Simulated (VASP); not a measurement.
MgB2, 3 atoms in the cell. It takes space group P6/mmm (No. 191, hexagonal). Conventional cell: a = 3.100 Å, b = 3.100 Å, c = 3.507 Å, α = 90.00°, β = 90.00°, γ = 120.00°. Within 3.3 Å of Mg (site symmetry 6/mmm) lie 12 B at 2.51 Å and 6 Mg at 3.10 Å. B (site symmetry -6m2) has 3 B at 1.79 Å within 2.4 Å. 

* Program: VASP 6.6.1
* Task: relaxation of shape and atoms at fixed volume
* Functional: r2SCAN
* Potentials or basis: VASP PAW PBE potentials, release 64 (Mg, B)
* Cutoff: 600 eV
* k mesh: 8 × 8 × 6
* Occupations: gaussian, width 0.05 eV
* Spin: no spin polarisation
* Dipole correction: no
* Further INCAR settings: ALGO = Normal; EDIFF = 1e-06; IBRION = 2; EDIFFG = -0.01; NSW = 60; ISIF = 4

Potentials or basis: VASP PAW PBE potentials, release 64 (Mg, B).

Run with:

```console
$ cat potpaw_PBE.64/Mg/POTCAR potpaw_PBE.64/B/POTCAR > POTCAR
$ cp INCAR.step1 INCAR
$ mpirun -np 1 vasp_std > vasp.out
$ cp INCAR.step2 INCAR
$ mpirun -np 1 vasp_std > vasp.out
```

Hardware: 1 thread of Intel(R) Xeon(R) 6975P-C (Granite Rapids) (shared host).

Task: Estimate the wall time of this run.

Result: Wall time 37 s on 1 thread of Intel(R) Xeon(R) 6975P-C (Granite Rapids), with other jobs on the host, peak memory 0.16 GiB. Counts: k points 40, ion steps 2.
